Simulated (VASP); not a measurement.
# AlN (P6_3mc) in VASP: single point with PBE

Aim: the single point of AlN with PBE.

Everything below comes from runs of VASP 6.6.1. Logs are shortened: lines on timing, memory, paths and dates and some standing lists are left out, and cuts for length are marked.

**The experiment to reproduce.**

From “Self-assembly of well-separated AlN nanowires directly on sputtered metallic TiN films”, 2019, arxiv:1910.07391, for a bulk crystal of AlN at 10 K: band gap 6.034 eV (an exciton energy, a little under the gap).

The results are compared with them further down.

## 1. The cell of the first run

The structure is hexagonal, space group P6_3mc (No. 186). Conventional cell: a = 3.130 Å, b = 3.130 Å, c = 5.017 Å, α = 90.00°, β = 90.00°, γ = 120.00°. Within 2.5 Å of Al (site symmetry 3m) lie 4 N at 1.90 to 1.91 Å. Within 2.5 Å of N (site symmetry 3m) lie 4 Al at 1.90 to 1.91 Å.

## 2. Single point, PBE

INCAR reads:

```
PREC     = Accurate       # precision mode
ENCUT    = 520            # plane-wave cutoff, eV
EDIFF    = 1E-6           # SCF threshold, eV
ISMEAR   = 0              # smearing method
SIGMA    = 0.02           # smearing width, eV
LREAL    = F              # projectors in reciprocal space
LASPH    = T              # aspherical terms in the spheres
NELM     = 100            # most SCF steps
ALGO     = Normal         # electronic algorithm
ISIF     = 2              # what is computed and relaxed
LWAVE    = F              # write WAVECAR
LCHARG   = F              # write CHGCAR
GGA      = PE             # functional
NBANDS   = 16             # bands
```

KPOINTS reads:

```
Automatic mesh
0
Gamma
  9 9 6
```

POSCAR reads:

```
AlN
1.0
    3.1297683446      0.0000000000      0.0000000000
   -1.5648841723      2.7104588944      0.0000000000
    0.0000000000      0.0000000000      5.0173032416
Al N
2 2
Direct
    0.3333333333      0.6666666667      0.0017285050
    0.6666666667      0.3333333333      0.5017285050
    0.3333333333      0.6666666667      0.3832714950
    0.6666666667      0.3333333333      0.8832714950
```

Potentials or basis: VASP PAW PBE potentials, release 64 (Al, N).

Command:

```sh
$ cat potpaw_PBE.64/Al/POTCAR potpaw_PBE.64/N/POTCAR > POTCAR
$ mpirun -np 1 vasp_std > vasp.out
```

OUTCAR:

```text
PREC = Accurate
   ENCUT = 520
   EDIFF = 1E-6
   ISMEAR = 0
   LREAL = F
   LASPH = T
   NELM = 100
   ISIF = 2
   GGA = PE

 ion  position               nearest neighbor table
   1  0.333  0.667  0.002-   4 1.90   4 1.90   4 1.90   3 1.91   2 3.09   2 3.09   2 3.09   2 3.09
                             2 3.09   2 3.09
   2  0.667  0.333  0.502-   3 1.90   3 1.90   3 1.90   4 1.91   1 3.09   1 3.09   1 3.09   1 3.09
                             1 3.09   1 3.09
   3  0.333  0.667  0.383-   2 1.90   2 1.90   2 1.90   1 1.91
   4  0.667  0.333  0.883-   1 1.90   1 1.90   1 1.90   2 1.91

  LATTYP: Found a hexagonal cell.
 ALAT       =     3.1297683446
 C/A-ratio  =     1.6030909285

  Lattice vectors:

 A1 = (   3.1297683446,   0.0000000000,   0.0000000000)
 A2 = (  -1.5648841723,   2.7104588944,   0.0000000000)
 A3 = (   0.0000000000,   0.0000000000,   5.0173032416)

Analysis of symmetry for initial positions (statically):
=====================================================================
 Subroutine PRICEL returns:
 Original cell was already a primitive cell.

 Routine SETGRP: Setting up the symmetry group for a
 hexagonal supercell.

 Subroutine GETGRP returns: Found 12 space group operations
 (whereof  6 operations were pure point group operations)
 out of a pool of 24 trial point group operations.

The static configuration has the point symmetry C_3v.
 The point group associated with its full space group is C_6v.

Analysis of symmetry for dynamics (positions and initial velocities):
=====================================================================
 Subroutine PRICEL returns:
 Original cell was already a primitive cell.

 Routine SETGRP: Setting up the symmetry group for a
 hexagonal supercell.

 Subroutine GETGRP returns: Found 12 space group operations
 (whereof  6 operations were pure point group operations)
 out of a pool of 24 trial point group operations.

The dynamic configuration has the point symmetry C_3v.
 The point group associated with its full space group is C_6v.

 Subroutine INISYM returns: Found 12 space group operations
 (whereof  6 operations are pure point group operations),
 and found     1 'primitive' translations

----------------------------------------------------------------------------------------

                                     Primitive cell

  volume of cell :      42.5623

  direct lattice vectors                    reciprocal lattice vectors
     3.129768345  0.000000000  0.000000000     0.319512465  0.184470608  0.000000000
    -1.564884172  2.710458894  0.000000000     0.000000000  0.368941216  0.000000000
     0.000000000  0.000000000  5.017303242     0.000000000  0.000000000  0.199310257

  length of vectors
     3.129768345  3.129768345  5.017303242     0.368941216  0.368941216  0.199310257

  position of ions in fractional coordinates (direct lattice)
     0.333333333  0.666666667  0.001728505
     0.666666667  0.333333333  0.501728505
     0.333333333  0.666666667  0.383271495
     0.666666667  0.333333333  0.883271495

  ion indices of the primitive-cell ions
   primitive index   ion index
                 1           1
                 2           2
                 3           3
                 4           4

----------------------------------------------------------------------------------------

 KPOINTS: Automatic mesh

Automatic generation of k-mesh.
 Grid dimensions read from file:
 generate k-points for:    9    9    6

 Generating k-lattice:

  Cartesian coordinates                     Fractional coordinates (reciprocal lattice)
     0.035501385  0.020496734  0.000000000     0.111111111  0.000000000  0.000000000
     0.000000000  0.040993468  0.000000000     0.000000000  0.111111111  0.000000000
     0.000000000  0.000000000  0.033218376     0.000000000  0.000000000  0.166666667

  Length of vectors
     0.040993468  0.040993468  0.033218376

  Shift w.r.t. Gamma in fractional coordinates (k-lattice)
     0.000000000  0.000000000  0.000000000

 Subroutine IBZKPT returns following result:
 ===========================================

 Found     48 irreducible k-points:

 Following reciprocal coordinates:
            Coordinates               Weight
  0.000000  0.000000  0.000000      1.000000
  0.111111 -0.000000  0.000000      6.000000
  0.222222 -0.000000  0.000000      6.000000
  0.333333 -0.000000  0.000000      6.000000
  0.444444 -0.000000  0.000000      6.000000
  0.111111  0.111111  0.000000      6.000000
[... 16 lines left out ...]
  0.333333  0.222222  0.166667     24.000000
  0.333333  0.333333  0.166667      4.000000
 [... further k-points ...]
   k-points           NKPTS =     48   k-points in BZ     NKDIM =     48   number of bands    NBANDS=     16
   number of dos      NEDOS =    301   number of ions     NIONS =      4
   total plane-waves  NPLWV =  23040
   dimension x,y,z NGX =    24 NGY =   24 NGZ =   40
   dimension x,y,z NGXF=    48 NGYF=   48 NGZF=   80
   ions per type =               2   2
   NGX,Y,Z   is equivalent  to a cutoff of  12.75, 12.75, 13.25 a.u.
   NGXF,Y,Z  is equivalent  to a cutoff of  25.50, 25.50, 26.51 a.u.
 SYSTEM =  unknown system
   PREC   = accura    normal or accurate (medium, high low for compatibility)
   ISTART =      0    job   : 0-new  1-cont  2-samecut
   ICHARG =      2    charge: 1-file 2-atom 10-const
   ISPIN  =      1    spin polarized calculation?
   LNONCOLLINEAR =      F non collinear calculations
   LSORBIT =      F    spin-orbit coupling
   LASPH  =      T    aspherical Exc in radial PAW
   ENCUT  =  520.0 eV  38.22 Ry    6.18 a.u.   5.82  5.82  9.33*2*pi/ulx,y,z
   NELM   =    100;   NELMIN=  2; NELMDL= -5     # of ELM steps
   EDIFF  = 0.1E-05   stopping-criterion for ELM
   LREAL  =      F    real-space projection
   EDIFFG = 0.1E-04   stopping-criterion for IOM
   NSW    =      0    number of steps for IOM
   IBRION =     -1    ionic relax: 0-MD 1-quasi-New 2-CG
   NFREE  =      0    steps in history (QN), initial steepest desc. (CG)
   ISIF   =      2    stress and relaxation
   ISYM   =      2    0-nonsym 1-usesym 2-fastsym
   POTIM  = 0.5000    time-step for ionic-motion
   TEBEG  =    0.0;   TEEND  =   0.0 temperature during run
   PSTRESS=    0.0 pullay stress
   NELECT =      16.0000    total number of electrons
   NUPDOWN=      -1.0000    fix difference up-down
   EMIN   =  10.00;   EMAX   =-10.00  energy-range for DOS
   EFERMI =   0.00;   METHOD = LEGACY
   ISMEAR =     0;   SIGMA  =   0.02  broadening in eV -4-tet -1-fermi 0-gaus
   EFERMI_NEDOS =   21; number of points for ismear=-14 and -15
   IALGO  =     38    algorithm
   IMIX   =      4    mixing-type and parameters
     AMIX     =   0.40;   BMIX     =  1.00
     AMIX_MAG =   1.60;   BMIX_MAG =  1.00
  volume/ion in A,a.u.               =      10.64        71.81
  Fermi-wavevector in a.u.,A,eV,Ry     =   1.181516  2.232742 18.993470  1.395981
  Thomas-Fermi vector in A             =   2.317788
   LORBIT       =      0    0 simple, 1 ext, 2 COOP (PROOUT), +10 PAW based schemes
   GGA     = PE    functional components
   LHFCALC =     F    Hartree Fock is set to
   AEXX    =    0.0000 exact exchange contribution
   IVDW    =     0    specifies the selected vdW correction
   LEPSILON=     F    determine dielectric tensor
   LRPA    =     F    only Hartree local field effects (RPA)
 non-spin polarized calculation
 Gauss-broadening in eV      SIGMA  =   0.02
  energy-cutoff  :      520.00
  volume of cell :       42.56
 maximum number of plane-waves:      1170
 NGX is ok and might be reduce to    24
   NGX = 11   NGY = 11   NGZ = 19

 number of electron      15.9999998 magnetization

 Free energy of the ion-electron system (eV)
  ---------------------------------------------------
  ext. energy  EPLUGINS =         0.00000000
  ---------------------------------------------------
  free energy    TOTEN  =       -29.78050292 eV

  energy without entropy =      -29.78050292  energy(sigma->0) =      -29.78050292

 E-fermi :   6.1379     XC(G=0): -10.8287

 val. band max:        5.9683362663   @ k =   0.0000   0.0000   0.0000
 cond. band min:      10.0153431903   @ k =   0.0000   0.0000   0.0000
 fundamental gap:      4.0470069239
 Fermi energy:         6.1378700470

 k-point     1 :       0.0000    0.0000    0.0000
  band No.  band energies     occupation
      1      -9.1017      2.00000
      2      -7.0177      2.00000
      3       0.0610      2.00000
      4       5.1228      2.00000
      5       5.1228      2.00000
      6       5.7655      2.00000
[... 8 lines left out ...]
     15      18.9378      0.00000
     16      18.9378      0.00000

 k-point     2 :       0.1111   -0.0000    0.0000
  band No.  band energies     occupation
      1      -8.9485      2.00000
      2      -6.9319      2.00000
      3       0.2451      2.00000
      4       4.4259      2.00000
      5       4.9290      2.00000
      6       5.0852      2.00000
[... 8 lines left out ...]
     15      18.8089      0.00000
     16      18.9739      0.00000

 k-point     3 :       0.2222   -0.0000    0.0000
  band No.  band energies     occupation
      1      -8.5138      2.00000
      2      -6.7170      2.00000
      3       0.7792      2.00000
      4       2.9437      2.00000
      5       3.8392      2.00000
      6       4.5292      2.00000
[... 8 lines left out ...]
     15      17.9749      0.00000
     16      18.7833      0.00000

 k-point     4 :       0.3333   -0.0000    0.0000
  band No.  band energies     occupation
      1      -7.8893      2.00000
      2      -6.5092      2.00000
      3       1.5118      2.00000
      4       1.6188      2.00000
      5       2.6767      2.00000
      6       4.1564      2.00000
[... 8 lines left out ...]
     15      17.8694      0.00000
     16      20.1887      0.00000
[... 324 lines left out ...]
 k-point    22 :       0.2222    0.2222    0.1667
  band No.  band energies     occupation
      1      -7.4931      2.00000
      2      -6.5215      2.00000
      3       1.4335      2.00000
      4       1.6725      2.00000
      5       2.9253      2.00000
      6       3.3433      2.00000
[... 8 lines left out ...]
     15      18.0304      0.00000
     16      20.7379      0.00000

 k-point    23 :       0.3333    0.2222    0.1667
  band No.  band energies     occupation
      1      -6.9897      2.00000
      2      -6.5114      2.00000
      3       1.0435      2.00000
      4       1.7019      2.00000
      5       2.5140      2.00000
      6       3.5140      2.00000
[... 8 lines left out ...]
     15      18.6022      0.00000
     16      20.5583      0.00000

 k-point    24 :       0.3333    0.3333    0.1667
  band No.  band energies     occupation
      1      -6.6592      2.00000
      2      -6.6592      2.00000
      3       1.3535      2.00000
      4       1.8361      2.00000
      5       1.8361      2.00000
      6       3.3256      2.00000
[... 8 lines left out ...]
     15      18.9207      0.00000
     16      20.8055      0.00000

 [... further k-points ...]

------------------------ aborting loop because EDIFF is reached ----------------------------------------

  FORCE on cell =-STRESS in cart. coord.  units (eV):
  Direction    XX          YY          ZZ          XY          YZ          ZX
  --------------------------------------------------------------------------------------
  -------------------------------------------------------------------------------------
  Total       -0.0494358     -0.0494358     -0.0358133      0.0000000      0.0000000      0.0000000
  in kB       -1.8609164     -1.8609164     -1.3481216      0.0000000      0.0000000      0.0000000
  external PRESSURE =      -1.6899848 kB  Pullay stress =       0.0000000 kB

 VOLUME and BASIS-vectors are now :
 -----------------------------------------------------------------------------
  energy-cutoff  :      520.00
  volume of cell :       42.56
      direct lattice vectors                 reciprocal lattice vectors
     3.129768345  0.000000000  0.000000000     0.319512465  0.184470608  0.000000000
    -1.564884172  2.710458894  0.000000000     0.000000000  0.368941216  0.000000000
     0.000000000  0.000000000  5.017303242     0.000000000  0.000000000  0.199310257

 POSITION                                       TOTAL-FORCE (eV/Angst)
 -----------------------------------------------------------------------------------
     -0.00000      1.80697      0.00867        -0.000000      0.000000      0.000673
      1.56488      0.90349      2.51732        -0.000000      0.000000      0.000673
     -0.00000      1.80697      1.92299         0.000000     -0.000000     -0.000673
      1.56488      0.90349      4.43164         0.000000      0.000000     -0.000673
 -----------------------------------------------------------------------------------
    total drift:                               -0.000000      0.000000      0.000625

  FREE ENERGIE OF THE ION-ELECTRON SYSTEM (eV)
  ---------------------------------------------------
  free  energy   TOTEN  =       -29.7805029224 eV

  energy  without entropy=      -29.7805029224  energy(sigma->0) =      -29.78050292
```

It took 20 s on 1 thread of Intel Xeon Platinum 8488C (Sapphire Rapids), shared host; peak memory 0.16 GiB.

What came out:

| Item | Value |
| --- | --- |
| Free energy | -29.7805 eV |
| Pressure | -0.2 GPa |
| Band gap on the k mesh | 4.05 eV, direct |

Levels at points of the mesh, in eV from the valence-band top:
```tsv
k point	band 6	band 7	band 8	band 9	band 10	band 11
(0.00, 0.00, 0.00)	-0.20	-0.20	0.00	4.05	6.51	10.46
(0.00, 0.00, 0.50)	-0.53	-0.53	-0.53	6.31	6.31	10.17
```

## 3. Against experiment

Step 2. Measured gap of AlN: 6.034 eV (an exciton energy, a little under the gap; 10 K; quoted in “Self-assembly of well-separated AlN nanowires directly on sputtered metallic TiN films”, 2019, arxiv:1910.07391). This calculation gives 4.05 eV (-1.99 eV). 2 values of this kind are on record (6.034 to 6.0343 eV); this one was drawn at random. The value is that of PBE, without temperature or zero-point motion. Semilocal functionals fall short of measured gaps as a rule.
